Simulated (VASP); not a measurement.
Runs of VASP 6.6.1 on AlSi4NO8. The cell holds an amorphous packing of atoms, 14 atoms: a = 5.758 Å, b = 5.906 Å, c = 5.975 Å, α = 91.49°, β = 89.29°, γ = 92.14°. 

```csv
smearing,gap on the mesh (eV),pressure (GPa),largest force (eV/Å)
fermi-dirac 0.2482 eV,1.33,-3.5,(a)
fermi-dirac 0.05 eV,4.34,-5.4,2.84
fermi-dirac 0.3447 eV,0.49,-2.6,(c)
fermi-dirac 0.1379 eV,(b),-8.1,3.81
```

Alike in all rows: task single point; level PBE; potentials or basis VASP PAW PBE potentials, release 64 (Si, O, Al, N); no spin polarisation; cell as given; k mesh 1 × 1 × 1, shifted; cutoff (eV) 520.

Problem. Fill in the values left out.

Solution. (a) 7.52; (b) 3.63; (c) 6.87.

Caveats: all runs use coarse meshes.

A k mesh can miss the band edges.
